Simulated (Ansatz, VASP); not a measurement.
# One calculation of MoS2, two programs

Contents of INCAR:

```
SYSTEM = MoS2
PREC     = Accurate       ! precision mode
ENCUT    = 520            ! plane-wave cutoff, eV
EDIFF    = 1E-6           ! SCF threshold, eV
ISMEAR   = 0              ! smearing method
SIGMA    = 0.02           ! smearing width, eV
LREAL    = .FALSE.        ! projectors in reciprocal space
LASPH    = .TRUE.         ! aspherical terms in the spheres
NELM     = 80             ! most SCF steps
ALGO     = Normal         ! electronic algorithm
ISIF     = 2              ! what is computed and relaxed
LWAVE    = .FALSE.        ! write WAVECAR
LCHARG   = .FALSE.        ! write CHGCAR
GGA      = PS             ! functional
NBANDS   = 64             ! bands
```

Contents of KPOINTS:

```
Automatic mesh
0
G
  12 12 1
  0 0 0
```

Contents of POSCAR:

```
MoS2
1.0
    3.1409198279      0.0000000000      0.0000000000
   -1.5704599139      2.7201163622      0.0000000000
    0.0000000000      0.0000000000     34.0710877164
Mo S
4 8
Direct
    0.6666666667      0.3333333333      0.9076677277
    0.6666666667      0.3333333333      0.2770342000
    0.3333333333      0.6666666667      0.7229658000
    0.3333333333      0.6666666667      0.0923322723
    0.3333333333      0.6666666667      0.9534311825
    0.3333333333      0.6666666667      0.3227607105
    0.6666666667      0.3333333333      0.7687341993
    0.6666666667      0.3333333333      0.1380962480
    0.3333333333      0.6666666667      0.8619037520
    0.3333333333      0.6666666667      0.2312658007
    0.6666666667      0.3333333333      0.6772392895
    0.6666666667      0.3333333333      0.0465688175
```

Input for Ansatz:

```yaml
crystal:
  lattice:
    - [3.1409198279, 0.0, 0.0]
    - [-1.5704599139, 2.7201163622, 0.0]
    - [0.0, 0.0, 34.0710877164]
  atoms:
    - { symbol: Mo, position: [0.6666666667, 0.3333333333, 0.9076677277] }
    - { symbol: Mo, position: [0.6666666667, 0.3333333333, 0.2770342] }
    - { symbol: Mo, position: [0.3333333333, 0.6666666667, 0.7229658] }
    - { symbol: Mo, position: [0.3333333333, 0.6666666667, 0.0923322723] }
    - { symbol: S, position: [0.3333333333, 0.6666666667, 0.9534311825] }
    - { symbol: S, position: [0.3333333333, 0.6666666667, 0.3227607105] }
    - { symbol: S, position: [0.6666666667, 0.3333333333, 0.7687341993] }
    - { symbol: S, position: [0.6666666667, 0.3333333333, 0.138096248] }
    - { symbol: S, position: [0.3333333333, 0.6666666667, 0.861903752] }
    - { symbol: S, position: [0.3333333333, 0.6666666667, 0.2312658007] }
    - { symbol: S, position: [0.6666666667, 0.3333333333, 0.6772392895] }
    - { symbol: S, position: [0.6666666667, 0.3333333333, 0.0465688175] }
basis:
  ecutwfc: 420
kpoints:
  mp_grid: { grid: [12, 12, 1] }
  band_path: { path: [VBM, CBM], npoints: 2 }
hamiltonian:
  xc: pbesol
scf:
  occupations: { method: gaussian, width: 0.02 }
output:
  forces: false
  stress: false
  eigenvalues: true
checkpoint:
  read: start.run
  write: ck
  compress: false
  write_wavefunctions: false
  write_every: 100000
```

Alike in both runs: task single point; functional PBEsol; k mesh 12 × 12 × 1; occupations gaussian, width 0.02 eV; no spin polarisation.

|  | VASP | Ansatz |
| --- | --- | --- |
| version | VASP 6.6.1 | Ansatz 0.2.0 |
| potentials or method | VASP PAW PBE potentials, release 64 (Mo_sv, S), cutoff 520 eV | scalar-relativistic, plane waves, PAW |
| valence electrons in the cell | 104 | 104 |

```csv
,VASP,Ansatz,Ansatz less VASP
gap on the k mesh at the Fermi level (eV),1.13,1.11,-0.014
least direct gap on the mesh (eV),1.76,1.76,-0.005
```

VASP's potentials were made for PBE, not for PBEsol. The functional is the same, so the differences come from potentials, cutoffs and numerics.
